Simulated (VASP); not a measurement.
Set up this calculation in VASP 6.6.1, as the native input.

```
Task                   : single point
Functional             : PBE
Potentials or basis    : VASP PAW PBE potentials, release 64 (Cd, S)
Cutoff                 : 520 eV
k mesh                 : 10 × 10 × 6
Occupations            : gaussian, width 0.1 eV
Spin                   : no spin polarisation
Dipole correction      : no
Further INCAR settings : ALGO = Normal; EDIFF = 1e-06; NBANDS = 26
```

The structure of CdS lies in POSCAR:

```
CdS
1.0
    4.1970298733      0.0000000000      0.0000000000
   -2.0985149367      3.6347344907      0.0000000000
    0.0000000000      0.0000000000      6.8278775522
Cd S
2 2
Direct
    0.3333333333      0.6666666667      0.0041671622
    0.6666666667      0.3333333333      0.5041671622
    0.3333333333      0.6666666667      0.3808328378
    0.6666666667      0.3333333333      0.8808328378
```

These files were run (other wordings do the same):

INCAR

```
SYSTEM = CdS
PREC = Accurate ; ENCUT = 520
EDIFF = 1E-6 ; ISMEAR = 0
SIGMA = 0.1 ; LREAL = .FALSE.
LASPH = .TRUE. ; NELM = 100
ALGO = Normal ; ISIF = 2
LWAVE = .FALSE. ; LCHARG = .TRUE.
GGA = PE ; LELF = .TRUE.
LVHAR = .TRUE. ; NBANDS = 26
```

KPOINTS

```
regular mesh
0
G
  10 10 6
  0 0 0
```

Potentials or basis: VASP PAW PBE potentials, release 64 (Cd, S).

Run with:

```console
$ cat potpaw_PBE.64/Cd/POTCAR potpaw_PBE.64/S/POTCAR > POTCAR
$ mpirun -np 1 vasp_std > vasp.out
```

Results of the run:

```
Pressure               : 0.3 GPa
Band gap on the k mesh : 1.11 eV, direct
```

Run time: 57 s on 1 thread of Intel(R) Xeon(R) 6975P-C (Granite Rapids), on a shared host, peak memory 0.29 GiB.
